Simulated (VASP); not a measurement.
NaLiZnS2:

```
CELL_PARAMETERS angstrom
3.98206 0.00000 0.00000
-1.99103 3.44856 0.00000
0.00000 0.00000 6.82385
ATOMIC_POSITIONS crystal
Na 0.00000 0.00000 0.02616
Li 0.33333 0.66667 0.35665
Zn 0.66667 0.33333 0.61163
S 0.33333 0.66667 0.73381
S 0.66667 0.33333 0.27174
```

```yaml
Program: VASP 6.6.1
Task: relaxation of cell and atoms
Functional: PBEsol
Potentials_or_basis: VASP PAW PBE potentials, release 64 (Na_pv, Li_sv, Zn, S)
Cutoff: 600 eV
k_mesh: 9 × 9 × 4
Occupations: gaussian, width 0.02 eV
Spin: no spin polarisation
```

At the start: pressure -2.0 GPa; volume 18.74 Å³/atom.

**Question.** How do energy, volume and symmetry change on relaxing?

**Answer.** Over 11 steps the energy falls by 5.2 meV/atom and the volume is 17.94 Å³/atom (-4.3 %); space group P3m1 (No. 156, to 0.1 Å) before and after.

The path:
```
step  energy change (eV)  largest force (eV/Å)  pressure (GPa)  volume (Å³)
   1              0.0000                0.1303           -2.02        93.71
   2             -0.0238                0.1176           -0.27        90.54
   3             -0.0240                0.1473           -0.06        90.18
   4             -0.0254                0.0409            0.00        89.94
   5             -0.0254                0.0365            0.01        89.88
   6             -0.0256                0.0234           -0.02        89.87
   7             -0.0258                0.0132           -0.06        89.84
   8             -0.0258                0.0165            0.00        89.69
   9             -0.0258                0.0171            0.02        89.69
  10             -0.0258                0.0160            0.02        89.69
  11             -0.0259                0.0029            0.04        89.68
```

Final structure:
```
CELL_PARAMETERS angstrom
3.91995 0.00000 0.00000
-1.95997 3.39478 0.00000
0.00000 0.00000 6.73887
ATOMIC_POSITIONS crystal
Na 0.00000 0.00000 0.02485
Li 0.33333 0.66667 0.35825
Zn 0.66667 0.33333 0.61182
S 0.33333 0.66667 0.73438
S 0.66667 0.33333 0.27069
```

Caveat: the cutoff is under 1.25 times the usual one of these potentials, so pressure, stress and relaxed cells hold a basis-set (Pulay) error; the PAW data sets were made with another functional, which shifts forces and pressure a little.
